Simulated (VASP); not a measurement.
# H in VASP: further runs

Runs on H. Level: PBE+D3(BJ). Tasks: single point.

All numbers are computed with VASP 6.6.1; they aren't measurements. Logs are shortened: lines on timing, memory, paths and dates and some standing lists are left out, and cuts for length are marked.

## Step 1: The cell of the first run

The cell holds an amorphous packing of atoms, 16 atoms: a = 6.214 Å, b = 6.214 Å, c = 6.214 Å, α = 90.00°, β = 90.00°, γ = 90.00°.

## Step 2: Single point, PBE+D3(BJ)

INCAR reads:

```
ALGO = Normal
EDIFF = 1E-6
ENCUT = 400
GGA = PE
GGA_COMPAT = F
ISIF = 2
ISMEAR = -1
IVDW = 12
LASPH = T
LCHARG = F
LREAL = F
LWAVE = F
NBANDS = 22
NELM = 120
PREC = Accurate
SIGMA = 0.05
```

KPOINTS reads:

```
k-points
0
Gamma
  1 1 1
```

POSCAR reads:

```
H
1.0
    6.2144650000      0.0000000000      0.0000000000
    0.0000000000      6.2144650000      0.0000000000
    0.0000000000      0.0000000000      6.2144650000
H
16
Direct
    0.5243411943      0.9244239046      0.2936375054
    0.5231182411      0.8237555445      0.2200833056
    0.7700260602      0.4718185717      0.2447032850
    0.8734138820      0.5316145477      0.2217085461
    0.5864382533      0.4575454202      1.0371930649
    0.5053210534      0.3866945908      0.9875508189
    0.1303571587      0.3629596433     -0.0492882332
    0.0371391584      0.3127541953      0.0163650451
    0.3461762195      0.3273813595      0.3802579949
    0.3677709988      0.3592746922      0.2689370686
    0.0664095783      0.7640883004      0.0074503598
    0.0187948601      0.8382861598      0.0948432407
    0.0387643989      0.9245204535      0.6548914508
    0.0237027644      0.9953712830      0.5561057951
    0.3597252539      0.3124645484      0.6407792143
    0.4104617212      0.3744167841      0.7341420380
```

Potentials or basis: VASP PAW PBE potentials, release 64 (H).

The run is started by

```console
$ cat potpaw_PBE.64/H/POTCAR > POTCAR
$ mpirun -np 1 vasp_gam > vasp.out
```

OUTCAR:

```text
EDIFF = 1E-6
   ENCUT = 400
   GGA = PE
   ISIF = 2
   ISMEAR = -1
   IVDW = 12
   LASPH = T
   LREAL = F
   NELM = 120
   PREC = Accurate
 IVDW          = 12

 ion  position               nearest neighbor table
   1  0.524  0.924  0.294-   2 0.77
   2  0.523  0.824  0.220-   1 0.77
   3  0.770  0.472  0.245-   4 0.76
   4  0.873  0.532  0.222-   3 0.76
   5  0.586  0.458  0.037-   6 0.74
   6  0.505  0.387  0.988-   5 0.74
[... 8 lines left out ...]
  15  0.360  0.312  0.641-  16 0.76
  16  0.410  0.374  0.734-  15 0.76

  LATTYP: Found a simple cubic cell.
 ALAT       =     6.2144650000

  Lattice vectors:

 A1 = (   6.2144650000,   0.0000000000,   0.0000000000)
 A2 = (   0.0000000000,   6.2144650000,   0.0000000000)
 A3 = (   0.0000000000,   0.0000000000,   6.2144650000)

Analysis of symmetry for initial positions (statically):
=====================================================================
 Subroutine PRICEL returns:
 Original cell was already a primitive cell.

 Routine SETGRP: Setting up the symmetry group for a
 simple cubic supercell.

 Subroutine GETGRP returns: Found  1 space group operations
 (whereof  1 operations were pure point group operations)
 out of a pool of 48 trial point group operations.

The static configuration has the point symmetry C_1 .

Analysis of symmetry for dynamics (positions and initial velocities):
=====================================================================
 Subroutine PRICEL returns:
 Original cell was already a primitive cell.

 Routine SETGRP: Setting up the symmetry group for a
 simple cubic supercell.

 Subroutine GETGRP returns: Found  1 space group operations
 (whereof  1 operations were pure point group operations)
 out of a pool of 48 trial point group operations.

The dynamic configuration has the point symmetry C_1 .

 Subroutine INISYM returns: Found  1 space group operations
 (whereof  1 operations are pure point group operations),
 and found     1 'primitive' translations

----------------------------------------------------------------------------------------

                                     Primitive cell

[... 93 lines left out ...]
   NELM   =    120;   NELMIN=  2; NELMDL= -5     # of ELM steps
   EDIFF  = 0.1E-05   stopping-criterion for ELM
   LREAL  =      F    real-space projection
   EDIFFG = 0.1E-04   stopping-criterion for IOM
   NSW    =      0    number of steps for IOM
   IBRION =     -1    ionic relax: 0-MD 1-quasi-New 2-CG
   NFREE  =      0    steps in history (QN), initial steepest desc. (CG)
   ISIF   =      2    stress and relaxation
   ISYM   =      2    0-nonsym 1-usesym 2-fastsym
   POTIM  = 0.5000    time-step for ionic-motion
   TEBEG  =    0.0;   TEEND  =   0.0 temperature during run
   PSTRESS=    0.0 pullay stress
   NELECT =      16.0000    total number of electrons
   NUPDOWN=      -1.0000    fix difference up-down
   EMIN   =  10.00;   EMAX   =-10.00  energy-range for DOS
   EFERMI =   0.00;   METHOD = LEGACY
   ISMEAR =    -1;   SIGMA  =   0.05  broadening in eV -4-tet -1-fermi 0-gaus
   EFERMI_NEDOS =   21; number of points for ismear=-14 and -15
   IALGO  =     38    algorithm
   IMIX   =      4    mixing-type and parameters
     AMIX     =   0.40;   BMIX     =  1.00
     AMIX_MAG =   1.60;   BMIX_MAG =  1.00
  volume/ion in A,a.u.               =      15.00       101.22
  Fermi-wavevector in a.u.,A,eV,Ry     =   0.663811  1.254421  5.995339  0.440645
  Thomas-Fermi vector in A             =   1.737305
   LORBIT       =      0    0 simple, 1 ext, 2 COOP (PROOUT), +10 PAW based schemes
   GGA     = PE    functional components
   LHFCALC =     F    Hartree Fock is set to
   AEXX    =    0.0000 exact exchange contribution
   IVDW    =    12    specifies the selected vdW correction
   LEPSILON=     F    determine dielectric tensor
   LRPA    =     F    only Hartree local field effects (RPA)
 non-spin polarized calculation
  energy-cutoff  :      400.00
  volume of cell :      240.00
 maximum number of plane-waves:      2193
 NGX is ok and might be reduce to    42
   NGX = 21   NGY = 21   NGZ = 21

 number of electron      15.9999999 magnetization

 Free energy of the ion-electron system (eV)
  ---------------------------------------------------
  ext. energy  EPLUGINS =         0.00000000
  ---------------------------------------------------
  free energy    TOTEN  =       -53.60747741 eV

  energy without entropy =      -53.60747741  energy(sigma->0) =      -53.60747741

 E-fermi :  -6.9886     XC(G=0):  -4.5768

 val. band max:       -8.1844596123   @ k =   0.0000   0.0000   0.0000
 cond. band min:       0.1408522382   @ k =   0.0000   0.0000   0.0000
 fundamental gap:      8.3253118505
 Fermi energy:        -6.9886201408

 k-point     1 :       0.0000    0.0000    0.0000
  band No.  band energies     occupation
      1     -11.4160      2.00000
      2      -9.9303      2.00000
      3      -9.5163      2.00000
      4      -9.1434      2.00000
      5      -8.9294      2.00000
      6      -8.6687      2.00000
[... 12 lines left out ...]
     19       4.3375      0.00000
     20       4.6946      0.00000
 [bands above 20 left out]

------------------------ aborting loop because EDIFF is reached ----------------------------------------

 Edisp (eV)   -0.24443

 E8    (eV) :    -0.0434

  FORCE on cell =-STRESS in cart. coord.  units (eV):
  Direction    XX          YY          ZZ          XY          YZ          ZX
  --------------------------------------------------------------------------------------
  -------------------------------------------------------------------------------------
  Total      -0.34476    -0.99468     0.75174     0.09468    -0.30641     0.54036
  in kB      -2.30154    -6.64019     5.01844     0.63204    -2.04555     3.60728
  external pressure =       -1.31 kB  Pullay stress =        0.00 kB

 VOLUME and BASIS-vectors are now :
 -----------------------------------------------------------------------------
  energy-cutoff  :      400.00
  volume of cell :      240.00
      direct lattice vectors                 reciprocal lattice vectors
     6.214465000  0.000000000  0.000000000     0.160914898  0.000000000  0.000000000
     0.000000000  6.214465000  0.000000000     0.000000000  0.160914898  0.000000000
     0.000000000  0.000000000  6.214465000     0.000000000  0.000000000  0.160914898

 POSITION                                       TOTAL-FORCE (eV/Angst)
 -----------------------------------------------------------------------------------
      3.25850      5.74480      1.82480        -0.009359     -0.637956     -0.450609
      3.25090      5.11920      1.36770         0.012545      0.665602      0.472062
      4.78530      2.93210      1.52070         0.255823      0.111390      0.165656
      5.42780      3.30370      1.37780        -0.130144     -0.083478      0.148258
      3.64440      2.84340      0.23114         0.244816      0.317258      0.170591
      3.14030      2.40310      6.13710        -0.461647     -0.339534     -0.277600
[... 8 lines left out ...]
      2.23550      1.94180      3.98210         0.130678      0.172363      0.293423
      2.55080      2.32680      4.56230        -0.107339     -0.182029     -0.281825
 -----------------------------------------------------------------------------------
    total drift:                               -0.000081      0.000045     -0.000159

  FREE ENERGIE OF THE ION-ELECTRON SYSTEM (eV)
  ---------------------------------------------------
  free  energy   TOTEN  =       -53.8519076672 eV

  energy  without entropy=      -53.8519076671  energy(sigma->0) =      -53.85190767
```

OSZICAR:

```text
N       E                     dE             d eps       ncg     rms          rms(c)
DAV:   1     0.242292482487E+02    0.24229E+02   -0.50141E+03    44   0.436E+02
DAV:   2    -0.511457853823E+02   -0.75375E+02   -0.72797E+02    58   0.104E+02
DAV:   3    -0.578992477382E+02   -0.67535E+01   -0.67292E+01    58   0.341E+01
DAV:   4    -0.579537714260E+02   -0.54524E-01   -0.54508E-01    50   0.388E+00
DAV:   5    -0.579541467278E+02   -0.37530E-03   -0.37530E-03    50   0.312E-01    0.122E+01
DAV:   6    -0.550827003904E+02    0.28714E+01   -0.90922E-01    50   0.362E+00    0.675E+00
DAV:   7    -0.535729013939E+02    0.15098E+01   -0.23213E+00    56   0.597E+00    0.768E-01
DAV:   8    -0.536158563782E+02   -0.42955E-01   -0.75123E-02    50   0.120E+00    0.494E-01
DAV:   9    -0.536074582521E+02    0.83981E-02   -0.13188E-02    64   0.511E-01    0.125E-01
DAV:  10    -0.536076221541E+02   -0.16390E-03   -0.36668E-04    44   0.112E-01    0.594E-02
DAV:  11    -0.536074793913E+02    0.14276E-03   -0.44476E-04    44   0.119E-01    0.208E-02
DAV:  12    -0.536074837153E+02   -0.43241E-05   -0.70087E-05    56   0.481E-02    0.137E-02
DAV:  13    -0.536074773571E+02    0.63582E-05   -0.11885E-05    50   0.267E-02    0.538E-03
DAV:  14    -0.536074774133E+02   -0.56181E-07   -0.73892E-06    56   0.134E-02
   1 F= -.53851908E+02 E0= -.53851908E+02  d E =-.102276E-09
```

Run time: 13 s. Hardware: 1 thread of AMD EPYC 9R45 (Zen 5), shared host; peak memory 0.2 GiB.

What came out:

* Free energy: -53.8519 eV
* Pressure: -0.1 GPa
* Largest force: 0.823 eV/Å
* Band gap on the k mesh: 8.33 eV
* Dispersion energy per atom: -0.015 eV

Forces in eV/Å, atoms in the order of the input:
```
H   -0.009 -0.638 -0.451
H    0.013  0.666  0.472
H    0.256  0.111  0.166
H   -0.130 -0.083  0.148
H    0.245  0.317  0.171
H   -0.462 -0.340 -0.278
H   -0.567 -0.392  0.367
H    0.644  0.321 -0.400
H   -0.161 -0.178  0.607
H    0.108  0.158 -0.770
H   -0.257  0.470  0.538
H    0.312 -0.455 -0.557
H   -0.054  0.246 -0.332
H    0.039 -0.194  0.306
H    0.131  0.172  0.293
H   -0.107 -0.182 -0.282
```

Caveat: the k points lie up to 1.01 Å⁻¹ apart.

## Step 3: Single point, PBE+D3(BJ)

INCAR reads:

```
ALGO = Normal ; EDIFF = 1E-6
ENCUT = 400 ; GGA = PE
GGA_COMPAT = False ; ISIF = 2
ISMEAR = -1 ; IVDW = 12
LASPH = True ; LCHARG = False
LREAL = False ; LWAVE = False
NBANDS = 22 ; NELM = 120
PREC = Accurate ; SIGMA = 0.05
```

KPOINTS is that of step 2.

POSCAR reads:

```
H
1.0
    6.2144650000      0.0000000000      0.0000000000
    0.0000000000      6.2144650000      0.0000000000
    0.0000000000      0.0000000000      6.2144650000
H
16
Direct
    0.5894312704      0.9131437702      0.2857687669
    0.5875646576      0.9135299660      0.1610597212
    0.8815561758      0.5723260168      0.3469807940
    0.8365965534      0.6761322173      0.2931225777
    0.6110421412      0.4263601131      0.9866657870
    0.5572321994      0.3756880118      1.0897961450
    0.1363753758      0.2750357432     -0.0380080988
    0.0294635178      0.3161334081     -0.0775931637
    0.3176620996      0.2338576209      0.3489439558
    0.2272922931      0.2545030023      0.2649463791
   -0.0085928555      0.7903978862     -0.0227855495
    0.1079578049      0.7944368502     -0.0568512334
   -0.0281118326      0.9503472946      0.6241245224
   -0.0616464973      1.0530753653      0.5676112103
    0.3305192000      0.4560489117      0.6377218312
    0.4332311792      0.3836372077      0.6513030486
```

Potentials or basis: VASP PAW PBE potentials, release 64 (H).

The run is started by

```console
$ cat potpaw_PBE.64/H/POTCAR > POTCAR
$ mpirun -np 1 vasp_gam > vasp.out
```

OUTCAR:

```text
EDIFF = 1E-6
   ENCUT = 400
   GGA = PE
   ISIF = 2
   ISMEAR = -1
   IVDW = 12
   LASPH = True
   LREAL = False
   NELM = 120
   PREC = Accurate
 IVDW          = 12

 ion  position               nearest neighbor table
   1  0.589  0.913  0.286-   2 0.78
   2  0.588  0.914  0.161-   1 0.78
   3  0.882  0.572  0.347-   4 0.78
   4  0.837  0.676  0.293-   3 0.78
   5  0.611  0.426  0.987-   6 0.79
   6  0.557  0.376  0.090-   5 0.79
[... 8 lines left out ...]
  15  0.331  0.456  0.638-  16 0.79
  16  0.433  0.384  0.651-  15 0.79

  LATTYP: Found a simple cubic cell.
 ALAT       =     6.2144650000

  Lattice vectors:

 A1 = (   6.2144650000,   0.0000000000,   0.0000000000)
 A2 = (   0.0000000000,   6.2144650000,   0.0000000000)
 A3 = (   0.0000000000,   0.0000000000,   6.2144650000)

Analysis of symmetry for initial positions (statically):
[... 176 lines left out ...]

 E-fermi :  -7.1772     XC(G=0):  -4.6591

 val. band max:       -8.4186386938   @ k =   0.0000   0.0000   0.0000
 cond. band min:       0.6692048419   @ k =   0.0000   0.0000   0.0000
 fundamental gap:      9.0878435357
 Fermi energy:        -7.1771764248

 k-point     1 :       0.0000    0.0000    0.0000
  band No.  band energies     occupation
      1     -10.5674      2.00000
      2      -9.6771      2.00000
      3      -9.3705      2.00000
      4      -8.8877      2.00000
      5      -8.8397      2.00000
      6      -8.6733      2.00000
[... 12 lines left out ...]
     19       3.9169      0.00000
     20       4.4013      0.00000
 [bands above 20 left out]

------------------------ aborting loop because EDIFF is reached ----------------------------------------

 Edisp (eV)   -0.24251

 E8    (eV) :    -0.0429

  FORCE on cell =-STRESS in cart. coord.  units (eV):
  Direction    XX          YY          ZZ          XY          YZ          ZX
  --------------------------------------------------------------------------------------
  -------------------------------------------------------------------------------------
  Total      -1.88373    -1.25312    -1.41827     0.60454     0.78543     0.01802
  in kB     -12.57530    -8.36553    -9.46799     4.03576     5.24334     0.12028
  external pressure =      -10.14 kB  Pullay stress =        0.00 kB

 VOLUME and BASIS-vectors are now :
 -----------------------------------------------------------------------------
  energy-cutoff  :      400.00
  volume of cell :      240.00
      direct lattice vectors                 reciprocal lattice vectors
     6.214465000  0.000000000  0.000000000     0.160914898  0.000000000  0.000000000
     0.000000000  6.214465000  0.000000000     0.000000000  0.160914898  0.000000000
     0.000000000  0.000000000  6.214465000     0.000000000  0.000000000  0.160914898

 POSITION                                       TOTAL-FORCE (eV/Angst)
 -----------------------------------------------------------------------------------
      3.66300      5.67470      1.77590        -0.043147      0.033763     -0.780858
      3.65140      5.67710      1.00090        -0.029718      0.049264      0.768953
      5.47840      3.55670      2.15630        -0.260440      0.672688     -0.360592
      5.19900      4.20180      1.82160         0.348176     -0.800260      0.439295
      3.79730      2.64960      6.13160        -0.479261     -0.460298      0.930130
      3.46290      2.33470      0.55804         0.508420      0.458594     -0.942453
[... 8 lines left out ...]
      2.05400      2.83410      3.96310         0.869474     -0.578914      0.139703
      2.69230      2.38410      4.04750        -0.838922      0.657093     -0.071281
 -----------------------------------------------------------------------------------
    total drift:                                0.000175      0.000117     -0.000169

  FREE ENERGIE OF THE ION-ELECTRON SYSTEM (eV)
  ---------------------------------------------------
  free  energy   TOTEN  =       -54.0259031103 eV

  energy  without entropy=      -54.0259031103  energy(sigma->0) =      -54.02590311
```

OSZICAR:

```text
N       E                     dE             d eps       ncg     rms          rms(c)
DAV:   1     0.257633490726E+02    0.25763E+02   -0.50955E+03    44   0.435E+02
DAV:   2    -0.511010035235E+02   -0.76864E+02   -0.73342E+02    64   0.107E+02
DAV:   3    -0.580938912926E+02   -0.69929E+01   -0.69650E+01    50   0.348E+01
DAV:   4    -0.581459617903E+02   -0.52070E-01   -0.52065E-01    56   0.364E+00
DAV:   5    -0.581463096348E+02   -0.34784E-03   -0.34784E-03    52   0.280E-01    0.120E+01
DAV:   6    -0.552521864582E+02    0.28941E+01   -0.96303E-01    56   0.363E+00    0.663E+00
DAV:   7    -0.537478738765E+02    0.15043E+01   -0.24821E+00    56   0.595E+00    0.781E-01
DAV:   8    -0.537940830623E+02   -0.46209E-01   -0.55198E-02    44   0.103E+00    0.564E-01
DAV:   9    -0.537827363895E+02    0.11347E-01   -0.17101E-02    56   0.516E-01    0.871E-02
DAV:  10    -0.537833796797E+02   -0.64329E-03   -0.51088E-04    44   0.108E-01    0.274E-02
DAV:  11    -0.537834063600E+02   -0.26680E-04   -0.14796E-04    44   0.757E-02    0.131E-02
DAV:  12    -0.537834001775E+02    0.61825E-05   -0.19079E-05    50   0.225E-02    0.742E-03
DAV:  13    -0.537833969341E+02    0.32433E-05   -0.43209E-06    44   0.175E-02    0.243E-03
DAV:  14    -0.537833969888E+02   -0.54638E-07   -0.28787E-06    56   0.863E-03
   1 F= -.54025903E+02 E0= -.54025903E+02  d E =-.480652E-10
```

stdout:

```text
POSCAR found type information on POSCAR H
 POSCAR found :  1 types and      16 ions
 scaLAPACK will be used
 LDA part: xc-table for (Slater+PW92), standard interpolation
 POSCAR, INCAR and KPOINTS ok, starting setup
 FFT: planning ... GRIDC
 FFT: planning ... GRID_SOFT
 FFT: planning ... GRID
 WAVECAR not read
 entering main loop
```

Wall time 14 s (1 thread of AMD EPYC 9R45 (Zen 5), shared host); peak memory 0.2 GiB.

Results:

| Item | Value |
| --- | --- |
| Free energy | -54.0259 eV |
| Pressure | -1.0 GPa |
| Largest force | 1.165 eV/Å |
| Band gap on the k mesh | 9.09 eV |
| Dispersion energy per atom | -0.015 eV |

Forces on the atoms (eV/Å):
```
H   -0.043  0.034 -0.781
H   -0.030  0.049  0.769
H   -0.260  0.673 -0.361
H    0.348 -0.800  0.439
H   -0.479 -0.460  0.930
H    0.508  0.459 -0.942
H   -0.198  0.071 -0.104
H    0.133 -0.073  0.051
H   -0.619  0.116 -0.569
H    0.580 -0.167  0.529
H    0.236 -0.004 -0.061
H   -0.179 -0.020  0.066
H   -0.097  0.245 -0.131
H    0.069 -0.199  0.095
H    0.869 -0.579  0.140
H   -0.839  0.657 -0.071
```

Levels at points of the mesh, in eV from the valence-band top:
```
           k point  band 5  band 6  band 7  band 8  band 9  band 10  band 11  band 12
(0.00, 0.00, 0.00)   -0.42   -0.25   -0.11    0.00    9.09     9.63     9.75    10.06
```

Caveat: the k points lie up to 1.01 Å⁻¹ apart.
